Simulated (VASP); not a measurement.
# P: single point with PBEsol

The system is P.

```
P
1.0
     4.27290    0.00000    0.00000
     0.00000    4.27290    0.00000
     0.00000    0.00000    4.46556
P
1
Direct
  0.00000 0.00000 0.00000
```

This cell differs from its parent crystal: zz strain of +2 %.

* Program: VASP 6.6.1
* Task: single point
* Functional: PBEsol
* Potentials or basis: VASP PAW PBE potentials, release 64 (P)
* Cutoff: 500 eV
* k mesh: 10 × 10 × 9
* Occupations: fermi-dirac, width 0.08 eV
* Spin: no spin polarisation

| Property | Result |
| --- | --- |
| Pressure | -3.6 GPa |

Stress tensor (GPa, compression positive):
```
-3.89  0.00  0.00
 0.00 -3.89  0.00
 0.00  0.00 -3.09
```

Levels at points of the mesh, in eV from the Fermi level:
```
           k point  band 1  band 2  band 3  band 4  band 5
(0.00, 0.00, 0.00)   -8.72    0.37    0.56    0.56    4.61
(0.50, 0.00, 0.00)   -8.55   -0.82    0.53    0.71    6.48
(0.50, 0.50, 0.00)   -8.39   -0.52   -0.52    0.67    5.88
```

It took 15 s on 1 thread of Intel(R) Xeon(R) 6975P-C (Granite Rapids), with other jobs on the host, peak memory 0.2 GiB.

Caveat: the cell differs from its parent crystal (zz strain of +2 %); the PAW data sets were made with another functional, which shifts forces and pressure a little.
